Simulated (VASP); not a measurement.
# Mg (P6_3/mmc) in VASP: notebook

Mg is run at these levels: PBE; tasks: single point.

Program: VASP 6.6.1. These are calculated values, not measurements. Logs are shortened: lines on timing, memory, paths and dates and some standing lists are left out, and cuts for length are marked.

**1. The cell of the first run**

Symmetry: P6_3/mmc, No. 194, hexagonal system. Conventional cell: a = 3.144 Å, b = 3.144 Å, c = 5.105 Å, α = 90.00°, β = 90.00°, γ = 120.00°. Mg (site symmetry -6m2) has 12 Mg at 3.13 to 3.14 Å within 4.1 Å.

**2. Single point, PBE (volume scaled by 0.9405)**

INCAR

```
SYSTEM = Mg
PREC     = Accurate       ! precision mode
ENCUT    = 520            ! plane-wave cutoff, eV
EDIFF    = 1E-6           ! SCF threshold, eV
ISMEAR   = -1             ! smearing method
SIGMA    = 0.08           ! smearing width, eV
LREAL    = .FALSE.        ! projectors in reciprocal space
LASPH    = .TRUE.         ! aspherical terms in the spheres
NELM     = 60             ! most SCF steps
ALGO     = Normal         ! electronic algorithm
ISIF     = 2              ! what is computed and relaxed
LWAVE    = .FALSE.        ! write WAVECAR
LCHARG   = .FALSE.        ! write CHGCAR
GGA      = PE             ! functional
NBANDS   = 9              ! bands
```

KPOINTS

```
Automatic mesh
0
G
  12 12 7
  0 0 0
```

POSCAR

```
Mg
1.0
    3.1443151174      0.0000000000      0.0000000000
   -1.5721575586      2.7230567692      0.0000000000
    0.0000000000      0.0000000000      5.1048716881
Mg
2
Direct
    0.3333333333      0.6666666667      0.2500000000
    0.6666666667      0.3333333333      0.7500000000
```

Potentials or basis: VASP PAW PBE potentials, release 64 (Mg).

Launch:

```bash
$ cat potpaw_PBE.64/Mg/POTCAR > POTCAR
$ mpirun -np 1 vasp_std > vasp.out
```

OUTCAR:

```text
SYSTEM = Mg
   PREC = Accurate
   ENCUT = 520
   EDIFF = 1E-6
   ISMEAR = -1
   LREAL = .FALSE.
   LASPH = .TRUE.
   NELM = 60
   ISIF = 2
   GGA = PE

 ion  position               nearest neighbor table
   1  0.333  0.667  0.250-   2 3.13   2 3.13   2 3.13   2 3.13   2 3.13   2 3.13
   2  0.667  0.333  0.750-   1 3.13   1 3.13   1 3.13   1 3.13   1 3.13   1 3.13

  LATTYP: Found a hexagonal cell.
 ALAT       =     3.1443151174
 C/A-ratio  =     1.6235242008

  Lattice vectors:

 A1 = (   3.1443151174,   0.0000000000,   0.0000000000)
 A2 = (  -1.5721575586,   2.7230567692,   0.0000000000)
 A3 = (   0.0000000000,   0.0000000000,   5.1048716881)

Analysis of symmetry for initial positions (statically):
=====================================================================
 Subroutine PRICEL returns:
 Original cell was already a primitive cell.

 Routine SETGRP: Setting up the symmetry group for a
 hexagonal supercell.

 Subroutine GETGRP returns: Found 24 space group operations
 (whereof 12 operations were pure point group operations)
 out of a pool of 24 trial point group operations.

The static configuration has the point symmetry D_3d.
 The point group associated with its full space group is D_6h.

Analysis of symmetry for dynamics (positions and initial velocities):
=====================================================================
 Subroutine PRICEL returns:
 Original cell was already a primitive cell.

 Routine SETGRP: Setting up the symmetry group for a
 hexagonal supercell.

 Subroutine GETGRP returns: Found 24 space group operations
 (whereof 12 operations were pure point group operations)
 out of a pool of 24 trial point group operations.

The dynamic configuration has the point symmetry D_3d.
 The point group associated with its full space group is D_6h.

 Subroutine INISYM returns: Found 24 space group operations
 (whereof 12 operations are pure point group operations),
 and found     1 'primitive' translations

----------------------------------------------------------------------------------------

                                     Primitive cell

  volume of cell :      43.7087

[... 82 lines left out ...]
   ISPIN  =      1    spin polarized calculation?
   LNONCOLLINEAR =      F non collinear calculations
   LSORBIT =      F    spin-orbit coupling
   LASPH  =      T    aspherical Exc in radial PAW
   ENCUT  =  520.0 eV  38.22 Ry    6.18 a.u.   5.85  5.85  9.49*2*pi/ulx,y,z
   NELM   =     60;   NELMIN=  2; NELMDL= -5     # of ELM steps
   EDIFF  = 0.1E-05   stopping-criterion for ELM
   LREAL  =      F    real-space projection
   EDIFFG = 0.1E-04   stopping-criterion for IOM
   NSW    =      0    number of steps for IOM
   IBRION =     -1    ionic relax: 0-MD 1-quasi-New 2-CG
   NFREE  =      0    steps in history (QN), initial steepest desc. (CG)
   ISIF   =      2    stress and relaxation
   ISYM   =      2    0-nonsym 1-usesym 2-fastsym
   POTIM  = 0.5000    time-step for ionic-motion
   TEBEG  =    0.0;   TEEND  =   0.0 temperature during run
   PSTRESS=    0.0 pullay stress
   NELECT =       4.0000    total number of electrons
   NUPDOWN=      -1.0000    fix difference up-down
   EMIN   =  10.00;   EMAX   =-10.00  energy-range for DOS
   EFERMI =   0.00;   METHOD = LEGACY
   ISMEAR =    -1;   SIGMA  =   0.08  broadening in eV -4-tet -1-fermi 0-gaus
   EFERMI_NEDOS =   21; number of points for ismear=-14 and -15
   IALGO  =     38    algorithm
   IMIX   =      4    mixing-type and parameters
     AMIX     =   0.40;   BMIX     =  1.00
     AMIX_MAG =   1.60;   BMIX_MAG =  1.00
  volume/ion in A,a.u.               =      21.85       147.48
  Fermi-wavevector in a.u.,A,eV,Ry     =   0.737744  1.394134  7.405189  0.544266
  Thomas-Fermi vector in A             =   1.831499
   LORBIT       =      0    0 simple, 1 ext, 2 COOP (PROOUT), +10 PAW based schemes
   GGA     = PE    functional components
   LHFCALC =     F    Hartree Fock is set to
   AEXX    =    0.0000 exact exchange contribution
   IVDW    =     0    specifies the selected vdW correction
   LEPSILON=     F    determine dielectric tensor
   LRPA    =     F    only Hartree local field effects (RPA)
 non-spin polarized calculation
  energy-cutoff  :      520.00
  volume of cell :       43.71
 maximum number of plane-waves:      1198
 NGX is ok and might be reduce to    24
   NGX = 11   NGY = 11   NGZ = 19

 number of electron       4.0000000 magnetization

 Free energy of the ion-electron system (eV)
  ---------------------------------------------------
  ext. energy  EPLUGINS =         0.00000000
  ---------------------------------------------------
  free energy    TOTEN  =        -3.01076398 eV

  energy without entropy =       -2.99404326  energy(sigma->0) =       -3.00240362

 E-fermi :   2.8504     XC(G=0):  -8.6446

 val. band max:        2.8410568836   @ k =   0.2500  -0.0000   0.0000
 cond. band min:       2.9956336721   @ k =   0.4167   0.0833   0.2857
 fundamental gap:      0.1545767885
 Fermi energy:         2.8503533487

 k-point     1 :       0.0000    0.0000    0.0000
  band No.  band energies     occupation
      1      -4.2509      2.00000
      2       1.1301      2.00000
      3       1.6570      2.00000
      4      14.1227      0.00000
      5      14.1227      0.00000
      6      14.3388      0.00000
      7      14.3388      0.00000
      8      15.0143      0.00000
      9      16.7803      0.00000
[... 265 lines left out ...]
 k-point    24 :       0.3333    0.0000    0.1429
  band No.  band energies     occupation
      1      -1.9011      2.00000
      2       2.0070      1.99995
      3       4.3605      0.00000
      4       5.5133      0.00000
      5       8.2852      0.00000
      6      10.5957      0.00000
      7      10.6745      0.00000
      8      12.7349      0.00000
      9      14.0106      0.00000

 [... further k-points ...]
[... 5 lines left out ...]
  --------------------------------------------------------------------------------------
  -------------------------------------------------------------------------------------
  Total        0.5707409      0.5707409      0.3358967      0.0000000     -0.0000000     -0.0000000
  in kB       20.9209770     20.9209770     12.3125688      0.0000000     -0.0000000     -0.0000000
  external PRESSURE =      18.0515076 kB  Pullay stress =       0.0000000 kB

 VOLUME and BASIS-vectors are now :
 -----------------------------------------------------------------------------
  energy-cutoff  :      520.00
  volume of cell :       43.71
      direct lattice vectors                 reciprocal lattice vectors
     3.144315117  0.000000000  0.000000000     0.318034282  0.183617178  0.000000000
    -1.572157559  2.723056769  0.000000000     0.000000000  0.367234356  0.000000000
     0.000000000  0.000000000  5.104871688     0.000000000  0.000000000  0.195891310

 POSITION                                       TOTAL-FORCE (eV/Angst)
 -----------------------------------------------------------------------------------
     -0.00000      1.81537      1.27622        -0.000000      0.000000      0.000000
      1.57216      0.90769      3.82865         0.000000     -0.000000      0.000000
 -----------------------------------------------------------------------------------
    total drift:                                0.000000     -0.000000      0.000000

  FREE ENERGIE OF THE ION-ELECTRON SYSTEM (eV)
  ---------------------------------------------------
  free  energy   TOTEN  =        -3.0107639844 eV

  energy  without entropy=       -2.9940432581  energy(sigma->0) =       -3.00240362
```

stdout:

```text
POSCAR found type information on POSCAR Mg
 POSCAR found :  1 types and       2 ions
 scaLAPACK will be used
 LDA part: xc-table for (Slater+PW92), standard interpolation
 POSCAR, INCAR and KPOINTS ok, starting setup
 FFT: planning ... GRIDC
 FFT: planning ... GRID_SOFT
 FFT: planning ... GRID
 WAVECAR not read
 entering main loop
```

Run time: 8.2 s. Hardware: 1 thread of Intel Xeon Platinum 8559C (Emerald Rapids), shared host; peak memory 0.15 GiB.

Results:

```yaml
Free_energy: -3.0108 eV
Pressure: 1.8 GPa
Band_gap_on_the_k_mesh: zero (band 2 reaches 3.91 eV, above the bottom of band 3 at 1.66 eV)
```

Stress tensor (GPa, compression positive):
```
2.09 0.00 0.00
0.00 2.09 0.00
0.00 0.00 1.23
```

**3. Single point, PBE (volume scaled by 1.02)**

INCAR

```
PREC = Accurate
ENCUT = 520
EDIFF = 1E-6
ISMEAR = -1
SIGMA = 0.08
LREAL = False
LASPH = True
NELM = 100
ALGO = Normal
ISIF = 2
LWAVE = False
LCHARG = False
GGA = PE
NBANDS = 9
```

KPOINTS

```
regular mesh
0
Gamma
  12 12 7
```

POSCAR

```
Mg
1.0
    3.2305256058      0.0000000000      0.0000000000
   -1.6152628028      2.7977172422      0.0000000000
    0.0000000000      0.0000000000      5.2448365023
Mg
2
Direct
    0.3333333333      0.6666666667      0.2500000000
    0.6666666667      0.3333333333      0.7500000000
```

Potentials or basis: VASP PAW PBE potentials, release 64 (Mg).

Launch:

```bash
$ cat potpaw_PBE.64/Mg/POTCAR > POTCAR
$ mpirun -np 1 vasp_std > vasp.out
```

Run time: 9.1 s. Hardware: 1 thread of Intel Xeon Platinum 8559C (Emerald Rapids), shared host; peak memory 0.15 GiB.

The run converged. Its results:

* Free energy: -3.0151 eV
* Pressure: -1.2 GPa
* Band gap on the k mesh: zero (band 2 reaches 3.46 eV, above the bottom of band 3 at 1.23 eV)

Stress tensor (GPa, compression positive):
```
-0.97  0.00  0.00
 0.00 -0.97  0.00
 0.00  0.00 -1.73
```

Levels at points of the mesh, in eV from the Fermi level:
| k point | band 1 | band 2 | band 3 | band 4 | band 5 | band 6 |
| --- | --- | --- | --- | --- | --- | --- |
| (0.00, 0.00, 0.00) | -6.76 | -1.59 | -1.21 | 10.79 | 10.79 | 10.84 |
| (0.50, 0.00, 0.00) | -2.07 | -2.05 | 2.65 | 3.05 | 3.23 | 3.64 |

**4. Single point, PBE (volume scaled by 1.06)**

INCAR

```
SYSTEM = Mg
  PREC = Accurate
  ENCUT = 520
  EDIFF = 1E-6
  ISMEAR = -1
  SIGMA = 0.08
  LREAL = .FALSE.
  LASPH = .TRUE.
  NELM = 100
  ALGO = Normal
  ISIF = 2
  LWAVE = .FALSE.
  LCHARG = .TRUE.
  GGA = PE
  LELF = .TRUE.
  LVHAR = .TRUE.
  NBANDS = 9
```

KPOINTS

```
regular mesh
0
G
  12 12 7
  0 0 0
```

POSCAR

```
Mg
1.0
    3.2722144052      0.0000000000      0.0000000000
   -1.6361072025      2.8338208015      0.0000000000
    0.0000000000      0.0000000000      5.3125192770
Mg
2
Direct
    0.3333333333      0.6666666667      0.2500000000
    0.6666666667      0.3333333333      0.7500000000
```

Potentials or basis: VASP PAW PBE potentials, release 64 (Mg).

Launch:

```bash
$ cat potpaw_PBE.64/Mg/POTCAR > POTCAR
$ mpirun -np 1 vasp_std > vasp.out
```

OUTCAR:

```text
SYSTEM = Mg
   PREC = Accurate
   ENCUT = 520
   EDIFF = 1E-6
   ISMEAR = -1
   LREAL = .FALSE.
   LASPH = .TRUE.
   NELM = 100
   ISIF = 2
   GGA = PE

 ion  position               nearest neighbor table
   1  0.333  0.667  0.250-   2 3.26   2 3.26   2 3.26   2 3.26   2 3.26   2 3.26
   2  0.667  0.333  0.750-   1 3.26   1 3.26   1 3.26   1 3.26   1 3.26   1 3.26

  LATTYP: Found a hexagonal cell.
 ALAT       =     3.2722144052
 C/A-ratio  =     1.6235242008

  Lattice vectors:

 A1 = (   3.2722144052,   0.0000000000,   0.0000000000)
 A2 = (  -1.6361072025,   2.8338208015,   0.0000000000)
 A3 = (   0.0000000000,   0.0000000000,   5.3125192770)

Analysis of symmetry for initial positions (statically):
=====================================================================
 Subroutine PRICEL returns:
 Original cell was already a primitive cell.

 Routine SETGRP: Setting up the symmetry group for a
 hexagonal supercell.

 Subroutine GETGRP returns: Found 24 space group operations
 (whereof 12 operations were pure point group operations)
 out of a pool of 24 trial point group operations.

The static configuration has the point symmetry D_3d.
 The point group associated with its full space group is D_6h.

Analysis of symmetry for dynamics (positions and initial velocities):
=====================================================================
 Subroutine PRICEL returns:
 Original cell was already a primitive cell.

 Routine SETGRP: Setting up the symmetry group for a
 hexagonal supercell.

 Subroutine GETGRP returns: Found 24 space group operations
 (whereof 12 operations were pure point group operations)
 out of a pool of 24 trial point group operations.

The dynamic configuration has the point symmetry D_3d.
 The point group associated with its full space group is D_6h.
[... 112 lines left out ...]
   EMIN   =  10.00;   EMAX   =-10.00  energy-range for DOS
   EFERMI =   0.00;   METHOD = LEGACY
   ISMEAR =    -1;   SIGMA  =   0.08  broadening in eV -4-tet -1-fermi 0-gaus
   EFERMI_NEDOS =   21; number of points for ismear=-14 and -15
   IALGO  =     38    algorithm
   IMIX   =      4    mixing-type and parameters
     AMIX     =   0.40;   BMIX     =  1.00
     AMIX_MAG =   1.60;   BMIX_MAG =  1.00
  volume/ion in A,a.u.               =      24.63       166.22
  Fermi-wavevector in a.u.,A,eV,Ry     =   0.708908  1.339642  6.837617  0.502551
  Thomas-Fermi vector in A             =   1.795349
   LORBIT       =      0    0 simple, 1 ext, 2 COOP (PROOUT), +10 PAW based schemes
   GGA     = PE    functional components
   LHFCALC =     F    Hartree Fock is set to
   AEXX    =    0.0000 exact exchange contribution
   IVDW    =     0    specifies the selected vdW correction
   LEPSILON=     F    determine dielectric tensor
   LRPA    =     F    only Hartree local field effects (RPA)
 non-spin polarized calculation
  energy-cutoff  :      520.00
  volume of cell :       49.26
 maximum number of plane-waves:      1350
   NGX = 13   NGY = 13   NGZ = 19

 number of electron       4.0000000 magnetization

 Free energy of the ion-electron system (eV)
  ---------------------------------------------------
  ext. energy  EPLUGINS =         0.00000000
  ---------------------------------------------------
  free energy    TOTEN  =        -2.99427530 eV

  energy without entropy =       -2.97484864  energy(sigma->0) =       -2.98456197

 E-fermi :   2.2420     XC(G=0):  -8.2763

 val. band max:        2.2109325553   @ k =   0.3333   0.1667   0.1429
 cond. band min:       2.2703906133   @ k =   0.2500   0.0833   0.0000
 fundamental gap:      0.0594580579
 Fermi energy:         2.2420071188

 k-point     1 :       0.0000    0.0000    0.0000
  band No.  band energies     occupation
      1      -4.3573      2.00000
      2       0.7091      2.00000
      3       1.0300      2.00000
      4      12.7869      0.00000
      5      12.7869      0.00000
      6      12.8126      0.00000
      7      12.8126      0.00000
      8      13.7073      0.00000
      9      15.0615      0.00000
[... 265 lines left out ...]
 k-point    24 :       0.3333    0.0000    0.1429
  band No.  band energies     occupation
      1      -2.1839      2.00000
      2       1.4664      1.99988
      3       3.6864      0.00000
      4       4.6096      0.00000
      5       7.3364      0.00000
      6       9.3360      0.00000
      7       9.6355      0.00000
      8      11.0693      0.00000
      9      12.5986      0.00000

 [... further k-points ...]
[... 5 lines left out ...]
  --------------------------------------------------------------------------------------
  -------------------------------------------------------------------------------------
  Total       -0.6445397     -0.6445397     -0.8648199     -0.0000000      0.0000000      0.0000000
  in kB      -20.9626225    -20.9626225    -28.1268824     -0.0000000      0.0000000      0.0000000
  external PRESSURE =     -23.3507091 kB  Pullay stress =       0.0000000 kB

 VOLUME and BASIS-vectors are now :
 -----------------------------------------------------------------------------
  energy-cutoff  :      520.00
  volume of cell :       49.26
      direct lattice vectors                 reciprocal lattice vectors
     3.272214405  0.000000000  0.000000000     0.305603447  0.176440232  0.000000000
    -1.636107203  2.833820801  0.000000000     0.000000000  0.352880464  0.000000000
     0.000000000  0.000000000  5.312519277     0.000000000  0.000000000  0.188234611

 POSITION                                       TOTAL-FORCE (eV/Angst)
 -----------------------------------------------------------------------------------
     -0.00000      1.88921      1.32813         0.000000     -0.000000      0.000000
      1.63611      0.94461      3.98439        -0.000000      0.000000      0.000000
 -----------------------------------------------------------------------------------
    total drift:                                0.000000     -0.000000      0.000000

  FREE ENERGIE OF THE ION-ELECTRON SYSTEM (eV)
  ---------------------------------------------------
  free  energy   TOTEN  =        -2.9942753042 eV

  energy  without entropy=       -2.9748486406  energy(sigma->0) =       -2.98456197
```

OSZICAR:

```text
N       E                     dE             d eps       ncg     rms          rms(c)
DAV:   1    -0.401762045238E+00   -0.40176E+00   -0.12307E+03  1368   0.308E+02
DAV:   2    -0.297282280143E+01   -0.25711E+01   -0.25077E+01  1822   0.267E+01
DAV:   3    -0.300751794845E+01   -0.34695E-01   -0.34456E-01  1769   0.262E+00
DAV:   4    -0.300762661764E+01   -0.10867E-03   -0.10866E-03  1703   0.153E-01
DAV:   5    -0.300762712826E+01   -0.51062E-06   -0.51058E-06  1711   0.101E-02    0.972E-01
DAV:   6    -0.300190367527E+01    0.57235E-02   -0.83139E-04  1630   0.218E-01    0.624E-01
DAV:   7    -0.299426252122E+01    0.76412E-02   -0.32914E-03  1437   0.383E-01    0.359E-02
DAV:   8    -0.299427749261E+01   -0.14971E-04   -0.20650E-05  1933   0.270E-02    0.822E-03
DAV:   9    -0.299427563186E+01    0.18608E-05   -0.14802E-06  1522   0.580E-03    0.621E-04
DAV:  10    -0.299427530424E+01    0.32762E-06   -0.67994E-09   840   0.499E-04
   1 F= -.29942753E+01 E0= -.29845620E+01  d E =-.194267E-01
```

stdout:

```text
POSCAR found type information on POSCAR Mg
 POSCAR found :  1 types and       2 ions
 scaLAPACK will be used
 LDA part: xc-table for (Slater+PW92), standard interpolation
 POSCAR, INCAR and KPOINTS ok, starting setup
 FFT: planning ... GRIDC
 FFT: planning ... GRID_SOFT
 FFT: planning ... GRID
 WAVECAR not read
 entering main loop
```

Wall time 9.3 s (1 thread of Intel Xeon Platinum 8559C (Emerald Rapids), shared host); peak memory 0.17 GiB.

Results:

| Property | Result |
| --- | --- |
| Free energy | -2.9943 eV |
| Pressure | -2.3 GPa |
| Band gap on the k mesh | zero (band 2 reaches 3.26 eV, above the bottom of band 3 at 1.03 eV) |

**5. The runs side by side**

| cell | gap on the mesh (eV) | pressure (GPa) |
| --- | --- | --- |
| a = 3.144, b = 3.144, c = 5.105 Å, angles 90.0, 90.0, 120.0°, 2 atoms | none | 1.8 |
| a = 3.231, b = 3.231, c = 5.245 Å, angles 90.0, 90.0, 120.0°, 2 atoms | none | -1.2 |
| a = 3.272, b = 3.272, c = 5.313 Å, angles 90.0, 90.0, 120.0°, 2 atoms | none | -2.3 |

Alike in all rows: task single point; level PBE; potentials or basis VASP PAW PBE potentials, release 64 (Mg); no spin polarisation; k mesh 12 × 12 × 7; cutoff (eV) 520; smearing fermi-dirac 0.08 eV.

Total energies depend on the potentials used, so only differences within one code and one set of settings carry meaning.
